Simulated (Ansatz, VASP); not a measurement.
**One calculation of LiH, two programs**

Contents of INCAR:

```
PREC = Accurate
ENCUT = 1230
EDIFF = 1E-7
ISMEAR = 0
SIGMA = 0.1
LREAL = False
LASPH = True
NELM = 120
ALGO = Normal
ISIF = 3
LWAVE = False
LCHARG = False
GGA = PE
IBRION = 2
NSW = 90
EDIFFG = -0.04
GGA_COMPAT = False
NELMIN = 4
```

The input KPOINTS:

```
regular mesh
0
Gamma
  6 6 6
```

Contents of POSCAR:

```
LiH
1.0
    2.5376179000      0.0000000000      0.0000000000
    0.0000000000      2.5376179000      0.0000000000
    0.0000000000      0.0000000000      3.4070673600
Li H
1 1
Direct
    0.0000000000      0.0000000000      0.0000000000
    0.5000000000      0.5000000000      0.0000000000
```

Input for Ansatz:

```yaml
crystal:
  lattice:
    - [2.5376179, 0.0, 0.0]
    - [0.0, 2.5376179, 0.0]
    - [0.0, 0.0, 3.40706736]
  atoms:
    - { symbol: Li, position: [0.0, 0.0, 0.0] }
    - { symbol: H, position: [0.5, 0.5, 0.0] }
basis:
  ecutwfc: 420
kpoints:
  mp_grid: { grid: [6, 6, 6] }
hamiltonian:
  xc: pbe
scf:
  occupations: { method: gaussian, width: 0.1 }
  lower_state_search: "off"
output:
  forces: true
  stress: true
  eigenvalues: true
relax:
  adjacent_minimum: "off"
  f_tol: 0.04
  max_steps: 70
  cell: { stress_tol: 0.4 }
```

Alike in both runs: task relaxation of cell and atoms; functional PBE; k mesh 6 × 6 × 6; occupations gaussian, width 0.1 eV; no spin polarisation.

```csv
,VASP,Ansatz
version,VASP 6.6.1,Ansatz 0.2.0
potentials or method,"VASP PAW PBE potentials, release 64 (Li_sv, H_h), cutoff 1230 eV","scalar-relativistic, plane waves, PAW"
valence electrons in the cell,4,4
```

|  | VASP | Ansatz | Ansatz less VASP |
| --- | --- | --- | --- |
| gap on the k mesh at the Fermi level, each at its own relaxed structure (eV) | 0.04 | 0.09 | +0.057 |
| relaxed volume (Å³/atom) | 13.58 | 13.95 | +0.368 |
| relaxed length of the cell vector where the two differ most in proportion (Å) | 3.776 | 3.868 | +0.0921 |

Noted on VASP's run: the volume moved by over 15 % at a fixed basis, so the end points are rough.
